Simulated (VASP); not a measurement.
ZrSe2, 3 atoms in the cell. The structure is trigonal, space group P-3m1 (No. 164). The conventional cell has a = 3.788 Å, b = 3.788 Å, c = 6.181 Å, α = 90.00°, β = 90.00°, γ = 120.00°. Within 3.5 Å of Zr (site symmetry -3m) lie 6 Se at 2.69 Å. Within 3.5 Å of Se (site symmetry 3m) lie 3 Zr at 2.69 Å. 

| Item | Value |
| --- | --- |
| Program | VASP 6.6.1 |
| Task | single point |
| Functional | HSE06 |
| Potentials or basis | VASP PAW PBE potentials, release 64 (Zr_sv, Se) |
| Cutoff | 400 eV |
| k mesh | 6 × 6 × 4 |
| Occupations | gaussian, width 0.01 eV |
| Spin | no spin polarisation |
| Dipole correction | no |
| Grid for exact exchange (PRECFOCK) | Normal |
| Further INCAR settings | ALGO = Normal; EDIFF = 1e-06; NBANDS = 19 |
| Share of exact exchange | 0.25 |
| Screening parameter | 0.2079 1/Å |

Potentials or basis: VASP PAW PBE potentials, release 64 (Zr_sv, Se).

The run is started by

```console
$ cat potpaw_PBE.64/Zr_sv/POTCAR potpaw_PBE.64/Se/POTCAR > POTCAR
$ cp INCAR.step1 INCAR
$ mpirun -np 1 vasp_std > vasp.out
$ cp INCAR.step2 INCAR
$ mpirun -np 1 vasp_std > vasp.out
```

Hardware: 1 thread of AMD EPYC 9R45 96-Core Processor (Zen 5) (shared host).

Task: How long does it take, and how much memory?

Result: It took 39 min on 1 thread of AMD EPYC 9R45 96-Core Processor (Zen 5) (shared host), peak memory 0.28 GiB. Counts: k points 24.
